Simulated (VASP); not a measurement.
## SrCl2: single point with PBE

Crystal: SrCl2.

```
CELL_PARAMETERS angstrom
0.00000 3.55647 3.33561
3.55647 0.00000 3.33561
3.55647 3.55647 0.00000
ATOMIC_POSITIONS crystal
Sr 0.00000 0.00000 0.00000
Cl 0.25000 0.25000 0.25000
Cl 0.75000 0.75000 0.75000
```

This cell differs from its parent crystal: volume 28.127 Å^3 an atom, c/a of the conventional cell 0.9379.

* Program: VASP 6.6.1
* Task: single point
* Functional: PBE
* Potentials or basis: VASP PAW PBE potentials, release 64 (Sr_sv, Cl)
* Cutoff: 520 eV
* k mesh: 6 × 6 × 6
* Occupations: gaussian, width 0.05 eV
* Spin: no spin polarisation

| Item | Value |
| --- | --- |
| Pressure | 1.4 GPa |
| Band gap on the k mesh | 4.96 eV, indirect (least direct gap 5.19 eV) |

Stress tensor (GPa, compression positive):
```
0.20 0.00 0.00
0.00 0.20 0.00
0.00 0.00 3.66
```

Levels at points of the mesh, in eV from the valence-band top:
```csv
k point,band 8,band 9,band 10,band 11,band 12,band 13,band 14,band 15,band 16,band 17
"(0.00, 0.00, 0.00)",-2.36,-2.36,-0.79,-0.79,-0.28,4.96,5.58,6.11,8.65,8.65
"(0.50, 0.00, 0.00)",-1.87,-1.75,-1.62,-1.37,-1.32,6.36,6.47,7.17,7.56,8.30
"(0.50, 0.50, 0.00)",-2.19,-2.19,-0.78,-0.78,0.00,5.19,7.07,7.30,7.94,7.94
"(0.50, 0.00, 0.50)",-2.32,-2.05,-0.92,-0.40,-0.34,5.18,6.60,7.34,7.54,7.68
```

Wall time 81 s on 1 thread of Intel Xeon 8259CL, on a shared host, peak memory 0.24 GiB.

 A k mesh can miss the band edges.
